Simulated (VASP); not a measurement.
A run of VASP 6.6.1 is set up as follows.

File INCAR:

```
PREC = Accurate
ENCUT = 520
EDIFF = 1E-6
ISMEAR = -1
SIGMA = 0.03
LREAL = False
LASPH = True
NELM = 60
ALGO = Normal
ISIF = 2
LWAVE = False
LCHARG = True
GGA = PS
LELF = True
LVHAR = True
NBANDS = 28
```

The input KPOINTS:

```
regular mesh
0
Gamma
  6 6 6
```

The input POSCAR:

```
SnO
1.0
    1.6662375822     -6.3473705921      0.0000000000
    1.6662375822      6.3473705921      0.0000000000
    0.0000000000      0.0000000000      3.3619002362
Sn O
2 2
Direct
    0.3576096419      0.6423903581      0.7500000000
    0.6423903581      0.3576096419      0.2500000000
    0.8102404130      0.1897595870      0.2500000000
    0.1897595870      0.8102404130      0.7500000000
```

Potentials or basis: VASP PAW PBE potentials, release 64 (Sn_d, O).

The run is started by

```bash
$ cat potpaw_PBE.64/Sn_d/POTCAR potpaw_PBE.64/O/POTCAR > POTCAR
$ mpirun -np 1 vasp_std > vasp.out
```

Problem. Predict the pressure.

Solution. 0.2 GPa.

Problem. What does it give for the band gap on the k mesh?

Solution. 1.20 eV.

Problem. What does it give for the largest force?

Solution. 0.076 eV/Å.

Forces in eV/Å, atoms in the order of the input:
```
Sn   0.000 -0.076  0.000
Sn   0.000  0.076  0.000
O    0.000 -0.017  0.000
O    0.000  0.017  0.000
```

Caveat: the PAW data sets were made with another functional, which shifts forces and pressure a little; spin-orbit coupling is left out, which moves the levels of the heavy elements. A k mesh can miss the band edges.
